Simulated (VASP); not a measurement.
Si4N: single point with PBEsol

The system is Si4N, a slab with vacuum.

```
Si N
1.0
     3.84172    0.00000    0.00000
     0.00000    5.43301    0.00000
     0.00000    0.00000   25.86258
Si N
8 2
Direct
  0.50000 0.00000 0.32866
  0.00000 0.25000 0.32866
  0.00000 0.50000 0.40293
  0.50000 0.75000 0.40293
  0.50000 0.98842 0.48031
  0.00000 0.23314 0.47461
  0.00000 0.57514 0.52746
  0.50000 0.76852 0.55894
  0.50000 0.28466 0.67461
  0.50000 0.19855 0.71311
```

| Item | Value |
| --- | --- |
| Program | VASP 6.6.1 |
| Task | single point |
| Functional | PBEsol |
| Potentials or basis | VASP PAW PBE potentials, release 64 (Si, N) |
| Cutoff | 520 eV |
| k mesh | 8 × 6 × 1 |
| Occupations | gaussian, width 0.05 eV |
| Spin | no spin polarisation |

```yaml
Largest_force: 1.895 eV/Å
Band_gap_on_the_k_mesh: zero (bands 21 and 22 overlap by 0.33 eV)
```

Forces on the atoms (eV/Å):
```
Si   0.000  0.582  0.401
Si   0.000 -0.676 -0.077
Si   0.000  0.145 -0.060
Si   0.000 -0.048 -0.278
Si   0.000 -0.004  0.001
Si   0.000 -0.002 -0.002
Si   0.000  0.000  0.001
Si   0.000  0.003  0.013
N    0.000  0.806 -1.715
N    0.000 -0.806  1.716
```

Levels at points of the mesh, in eV from the Fermi level:
| k point | band 18 | band 19 | band 20 | band 21 | band 22 | band 23 | band 24 | band 25 |
| --- | --- | --- | --- | --- | --- | --- | --- | --- |
| (0.00, 0.00, 0.00) | -0.98 | -0.61 | -0.11 | -0.02 | 0.50 | 0.92 | 1.82 | 2.04 |
| (0.50, 0.00, 0.00) | -2.07 | -2.05 | -1.01 | -0.76 | -0.03 | 0.22 | 1.48 | 1.80 |
| (0.00, 0.50, 0.00) | -1.19 | -1.02 | -0.63 | -0.21 | -0.04 | 0.79 | 2.15 | 2.23 |
| (0.50, 0.50, 0.00) | -1.81 | -1.40 | -0.87 | -0.33 | 0.26 | 0.98 | 2.48 | 2.72 |

It took 5.9 min on 1 thread of Intel(R) Xeon(R) 6975P-C (Granite Rapids), on a shared host, peak memory 0.64 GiB.

Caveat: the standard files for N, O and F lose accuracy on very short bonds; the PAW data sets were made with another functional, which shifts forces and pressure a little.
